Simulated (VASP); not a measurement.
Runs of VASP 6.6.1 on Ge. The structure is that of space group Im-3m (No. 229), or close to it. The cells are those of the table. This isn't the form of Ge at room conditions, which is diamond.

| task | cell | k mesh | cutoff (eV) | gap on the mesh (eV) | pressure (GPa) |
| --- | --- | --- | --- | --- | --- |
| single point | a = 2.914 Å, angles 109.5°, 1 atom | 15 × 15 × 15 | 520 | none | 2.1 |
| single point | a = 3.030 Å, angles 109.5°, 1 atom | 15 × 15 × 15 | 520 | none | -4.1 |
| relaxation of cell and atoms | relaxed from a = 2.924 Å, angles 109.5°, 1 atom | 13 × 13 × 13 | 600 | none | 0.1 |
| single point | a = 2.992 Å, angles 109.5°, 1 atom | 15 × 15 × 15 | 520 | none | (b) |
| single point | a = 2.954 Å, angles 109.5°, 1 atom | 13 × 13 × 13 | 520 | none | -0.1 |
| single point | a = 3.067 Å, angles 109.5°, 1 atom | 15 × 15 × 15 | 520 | none | (a) |
| single point | a = 2.873 Å, angles 109.5°, 1 atom | 15 × 15 × 15 | 520 | none | 5.3 |

Alike in all rows: level RPBE; potentials or basis VASP PAW PBE potentials, release 64 (Ge_d); no spin polarisation; smearing fermi-dirac 0.1 eV.

Fill in the values left out.

(a) -5.4; (b) -2.4.

Caveats: the PAW data sets were made with another functional, which shifts forces and pressure a little; the cell stands under tension (at least some runs); the cell stands under pressure (at least some runs).

A k mesh can miss the band edges, and the runs leave out spin-orbit coupling on Ge.

A gap of «none» marks levels without a gap at the run's occupations.
